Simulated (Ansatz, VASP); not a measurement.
**LiCl: VASP beside Ansatz**

INCAR

```
PREC = Accurate
ENCUT = 520
EDIFF = 1E-6
ISMEAR = 0
SIGMA = 0.02
LREAL = F
LASPH = T
NELM = 80
ALGO = Normal
ISIF = 2
LWAVE = F
LCHARG = F
GGA = PE
NBANDS = 12
```

The input KPOINTS:

```
regular mesh
0
Gamma
  8 8 8
```

The input POSCAR:

```
LiCl
1.0
    0.0000000000      2.4667463493      2.4667463493
    2.4667463493      0.0000000000      2.4667463493
    2.4667463493      2.4667463493      0.0000000000
Li Cl
1 1
Direct
    0.0000000000      0.0000000000      0.0000000000
    0.5000000000      0.5000000000      0.5000000000
```

Input for Ansatz:

```yaml
crystal:
  lattice:
    - [0.0, 2.4667463493, 2.4667463493]
    - [2.4667463493, 0.0, 2.4667463493]
    - [2.4667463493, 2.4667463493, 0.0]
  atoms:
    - { symbol: Li, position: [0.0, 0.0, 0.0] }
    - { symbol: Cl, position: [0.5, 0.5, 0.5] }
basis:
  ecutwfc: 420
kpoints:
  mp_grid: { grid: [8, 8, 8] }
hamiltonian:
  xc: pbe
scf:
  occupations: { method: gaussian, width: 0.02 }
output:
  forces: true
  stress: true
  eigenvalues: true
```

Alike in both runs: task single point; functional PBE; k mesh 8 × 8 × 8; occupations gaussian, width 0.02 eV; no spin polarisation.

```csv
,VASP,Ansatz
version,VASP 6.6.1,Ansatz 0.2.0
potentials or method,"VASP PAW PBE potentials, release 64 (Li_sv, Cl), cutoff 520 eV","scalar-relativistic, plane waves, PAW"
valence electrons in the cell,10,10
```

VASP gave:

* gap on the k mesh at the Fermi level (eV): 6.87
* least direct gap on the mesh (eV): 7.07

Q: Estimate Ansatz's values.

A: gap on the k mesh at the Fermi level (eV): 6.85; least direct gap on the mesh (eV): 7.06.

Noted on VASP's run: the cutoff is short for stress, so the pressure is rough.
